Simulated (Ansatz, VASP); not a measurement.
## NiGe in VASP and in Ansatz

```
Ni Ge
1.0
     0.00000    2.63347    2.63347
     2.63347    0.00000    2.63347
     2.63347    2.63347    0.00000
Ni Ge
1 1
Cartesian
  0.0000 0.0000 0.0000
  1.3167 1.3167 1.3167
```

Alike in both runs: functional r2SCAN; k mesh 6 × 6 × 6; occupations gaussian, width 0.1 eV; no spin polarisation.

Ansatz relaxed the structure, and its values are those at the end. VASP's run is a single point on that final structure, the one shown.

|  | VASP | Ansatz |
| --- | --- | --- |
| version | VASP 6.6.1 | Ansatz 0.2.0 |
| potentials or method | VASP PAW PBE potentials, release 64 (Ni, Ge_d), cutoff 520 eV | scalar-relativistic, plane waves, PAW |
| valence electrons in the cell | 24 | 32 |

```csv
,VASP,Ansatz,Ansatz less VASP
gap on the k mesh at the Fermi level (eV),none,none,-
pressure (GPa),0.1,0.1,+0.05
```

VASP's potentials were made for PBE, not for r2SCAN. A gap of «none» marks a metal or a gap that the smearing closes. VASP's potentials hold 24 valence electrons a cell and Ansatz's 32, so a difference there can come from the potentials and not from the codes.
